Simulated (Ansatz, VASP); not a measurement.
**Two plane-wave programs on AlN**

The input INCAR:

```
ALGO = Normal ; EDIFF = 1E-7
ENCUT = 520 ; GGA = PE
ISIF = 2 ; ISMEAR = 0
LASPH = T ; LCHARG = F
LREAL = F ; LWAVE = F
NBANDS = 16 ; NELM = 80
PREC = Accurate ; SIGMA = 0.05
```

Contents of KPOINTS:

```
k-points
0
Gamma
  12 12 6
```

Contents of POSCAR:

```
AlN
1.0
    3.1110021516      0.0000000000      0.0000000000
   -1.5555010758      2.6942068945      0.0000000000
    0.0000000000      0.0000000000      4.9780000000
Al N
2 2
Direct
    0.3333333333      0.6666666667      0.0000000000
    0.6666666667      0.3333333333      0.5000000000
    0.1961444474      0.7780166898      0.3850000000
    0.6666666667      0.3333333333      0.8850000000
```

Input for Ansatz:

```yaml
crystal:
  lattice:
    - [3.1110021516, 0.0, 0.0]
    - [-1.5555010758, 2.6942068945, 0.0]
    - [0.0, 0.0, 4.978]
  atoms:
    - { symbol: Al, position: [0.3333333333, 0.6666666667, 0.0] }
    - { symbol: Al, position: [0.6666666667, 0.3333333333, 0.5] }
    - { symbol: "N", position: [0.1961444474, 0.7780166898, 0.385] }
    - { symbol: "N", position: [0.6666666667, 0.3333333333, 0.885] }
basis:
  ecutwfc: 420
kpoints:
  mp_grid: { grid: [12, 12, 6] }
hamiltonian:
  xc: pbe
scf:
  occupations: { method: gaussian, width: 0.05 }
output:
  forces: true
  stress: true
  eigenvalues: true
```

Alike in both runs: task single point; functional PBE; k mesh 12 × 12 × 6; occupations gaussian, width 0.05 eV; no spin polarisation.

|  | VASP | Ansatz |
| --- | --- | --- |
| version | VASP 6.6.1 | Ansatz 0.2.0 |
| potentials or method | VASP PAW PBE potentials, release 64 (Al, N), cutoff 520 eV | scalar-relativistic, plane waves, PAW |
| valence electrons in the cell | 16 | 16 |

Ansatz gave:

- gap on the k mesh at the Fermi level (eV): 2.62
- least direct gap on the mesh (eV): 2.62
- pressure (GPa): 17.4
- traceless stress, the component that is largest in VASP (GPa): 23.53
- rms of the force components (eV/Å): 1.955

Question: What did VASP give for the same quantities?

Answer: gap on the k mesh at the Fermi level (eV): 2.61; least direct gap on the mesh (eV): 2.63; pressure (GPa): 17.4; traceless stress, the component that is largest in VASP (GPa): 23.73; rms of the force components (eV/Å): 1.972.

Atom by atom the forces differ by 0.017 eV/Å (rms over components). The functional is the same, so the differences come from potentials, cutoffs and numerics.
